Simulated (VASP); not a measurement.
A run of VASP 6.6.1 is set up as follows.

Contents of INCAR:

```
SYSTEM = BN
PREC = Accurate
ENCUT = 600
EDIFF = 1E-7
ISMEAR = 0
SIGMA = 0.02
LREAL = .False.
LASPH = .True.
NELM = 80
ALGO = Normal
ISIF = 4
LWAVE = .False.
LCHARG = .False.
GGA = PE
IVDW = 12
IBRION = 2
NSW = 50
EDIFFG = -0.01
```

File KPOINTS:

```
regular mesh
0
Gamma
  12 12 12
  0 0 0
```

The input POSCAR:

```
BN
1.0
    2.4703926177      0.0018860871     -0.2269860662
   -1.2263312899      2.1445192391      0.2269663171
   -0.9200851740     -0.9004332024      3.3144040177
B N
1 1
Direct
    0.9910417368      0.9914240674     -0.0061484409
    0.6571072632      0.3244599326      0.9929534409
```

Potentials or basis: VASP PAW PBE potentials, release 64 (B, N).

Launch:

```bash
$ cat potpaw_PBE.64/B/POTCAR potpaw_PBE.64/N/POTCAR > POTCAR
$ mpirun -np 1 vasp_std > vasp.out
```

**Question.** Predict the band gap on the k mesh.

**Answer.** 4.11 eV (least direct gap 4.70 eV).

**Question.** Predict the dispersion energy per atom.

**Answer.** -0.148 eV.

Forces in eV/Å, atoms in the order of the input:
```
B   -0.002  0.001 -0.002
N    0.002 -0.001  0.002
```

A k mesh can miss the band edges.
